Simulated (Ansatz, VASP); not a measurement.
Pt: VASP beside Ansatz

Contents of POSCAR:

```
Pt
1.0
    2.7740467412      0.0000000000      0.0000000000
   -1.3870233706      2.4023949491      0.0000000000
    0.0000000000      0.0000000000      9.0600366567
Pt
4
Direct
    0.0000000000      0.0000000000      0.0000000000
    0.0000000000      0.0000000000      0.5000000000
    0.3333333333      0.6666666667      0.2500000000
    0.6666666667      0.3333333333      0.7500000000
```

The input INCAR.step1:

```
PREC = Accurate ; ENCUT = 550
ISMEAR = -1 ; SIGMA = 0.1
LREAL = False ; LASPH = True
NELM = 120 ; GGA = PE
ALGO = Normal ; EDIFF = 1E-5
LWAVE = True ; LCHARG = False
GGA_COMPAT = False ; IBRION = 2
ISIF = 3 ; EDIFFG = -0.005
NELMIN = 4 ; NSW = 100
```

INCAR.step2

```
PREC = Accurate ; ENCUT = 550
EDIFF = 1E-7 ; ISMEAR = -1
SIGMA = 0.1 ; LREAL = False
LASPH = True ; NELM = 120
ALGO = Normal ; ISIF = 3
LWAVE = False ; LCHARG = False
METAGGA = R2SCAN ; LMIXTAU = True
IBRION = 2 ; NSW = 80
EDIFFG = -0.01 ; ISTART = 1
GGA_COMPAT = False ; NELMIN = 4
```

Contents of KPOINTS:

```
regular mesh
0
Gamma
  13 13 4
```

Input for Ansatz:

```yaml
crystal:
  lattice:
    - [2.7740467412, 0.0, 0.0]
    - [-1.3870233706, 2.4023949491, 0.0]
    - [0.0, 0.0, 9.0600366567]
  atoms:
    - { symbol: Pt, position: [0.0, 0.0, 0.0] }
    - { symbol: Pt, position: [0.0, 0.0, 0.5] }
    - { symbol: Pt, position: [0.3333333333, 0.6666666667, 0.25] }
    - { symbol: Pt, position: [0.6666666667, 0.3333333333, 0.75] }
hamiltonian:
  xc: r2scan
  pseudopotentials:
    kind: paw
    azcp:
      Pt: "pseudopotentials/Pt.paw.azcp"
basis:
  ecutwfc: 500
  fft_grid_basis: typed
kpoints:
  mp_grid: { grid: [13, 13, 4], shift: [0, 0, 0] }
magnetization:
  spin_polarized: false
scf:
  occupations: { method: fermi_dirac, width: 0.1 }
relax:
  max_steps: 60
  f_tol: 0.01
  cell: {}
```

Alike in both runs: task relaxation of cell and atoms; functional r2SCAN; k mesh 13 × 13 × 4; occupations fermi-dirac, width 0.1 eV; no spin polarisation.

```csv
,VASP,Ansatz
version,VASP 6.6.1,Ansatz 0.2.0
potentials or method,"VASP PAW PBE potentials, release 64 (Pt), cutoff 550 eV","plane waves (500 eV) with PAW, scalar-relativistic"
valence electrons in the cell,40,72
```

```tsv
	VASP	Ansatz	Ansatz less VASP
relaxed volume (Å³/atom)	15.40	15.36	-0.037
relaxed length of the cell vector where the two differ most in proportion (Å)	2.768	2.765	-0.0032
```

VASP's potentials were made for PBE, not for r2SCAN. VASP's potentials hold 40 valence electrons a cell and Ansatz's 72, so a difference there can come from the potentials and not from the codes.

Spin-orbit coupling is off throughout. Noted on VASP's run: too few bands were computed for a metal, which touches its energy and stress.
